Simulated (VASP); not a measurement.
Set up this calculation in VASP 6.6.1, as the native input.

- Task: single point
- Functional: r2SCAN
- Potentials or basis: VASP PAW PBE potentials, release 64 (Cu)
- Cutoff: 520 eV
- k mesh: 4 × 4 × 4
- Occupations: gaussian, width 0.1 eV
- Spin: no spin polarisation
- Dipole correction: no
- Further INCAR settings: ALGO = Normal; EDIFF = 1e-06; NBANDS = 12

Cu:

```
CELL_PARAMETERS angstrom
-1.45107 1.45107 1.35901
1.45107 -1.45107 1.35901
1.45107 1.45107 -1.35901
ATOMIC_POSITIONS crystal
Cu 0.00000 0.00000 0.00000
```

The input as run:

POSCAR

```
Cu
1.0
   -1.4510735932      1.4510735932      1.3590107587
    1.4510735932     -1.4510735932      1.3590107587
    1.4510735932      1.4510735932     -1.3590107587
Cu
1
Direct
    0.0000000000      0.0000000000      0.0000000000
```

INCAR.step1

```
SYSTEM = Cu
PREC = Accurate ; ENCUT = 520
ISMEAR = 0 ; SIGMA = 0.1
LREAL = .FALSE. ; LASPH = .TRUE.
NELM = 80 ; NBANDS = 12
GGA = PE ; ALGO = Normal
EDIFF = 1E-4 ; LWAVE = .TRUE.
LCHARG = .FALSE.
```

INCAR.step2

```
SYSTEM = Cu
PREC = Accurate ; ENCUT = 520
EDIFF = 1E-6 ; ISMEAR = 0
SIGMA = 0.1 ; LREAL = .FALSE.
LASPH = .TRUE. ; NELM = 80
ALGO = Normal ; ISIF = 2
LWAVE = .FALSE. ; LCHARG = .FALSE.
METAGGA = R2SCAN ; LMIXTAU = .TRUE.
NBANDS = 12 ; ISTART = 1
```

KPOINTS

```
regular mesh
0
G
  4 4 4
  0 0 0
```

Potentials or basis: VASP PAW PBE potentials, release 64 (Cu).

Run with:

```bash
$ cat potpaw_PBE.64/Cu/POTCAR > POTCAR
$ cp INCAR.step1 INCAR
$ mpirun -np 1 vasp_std > vasp.out
$ cp INCAR.step2 INCAR
$ mpirun -np 1 vasp_std > vasp.out
```

It gave:

```yaml
Pressure: 0.5 GPa
Band_gap_on_the_k_mesh: zero (an odd number of electrons rules out a gap without spin polarisation)
```

Caveat: the k points lie up to 0.79 Å⁻¹ apart, too coarse for converged energies and pressures of a metal; the PAW data sets were made with another functional, which shifts forces and pressure a little.

Run time: 11 s on 1 thread of Intel Xeon 8259CL, on a shared host, peak memory 0.12 GiB.
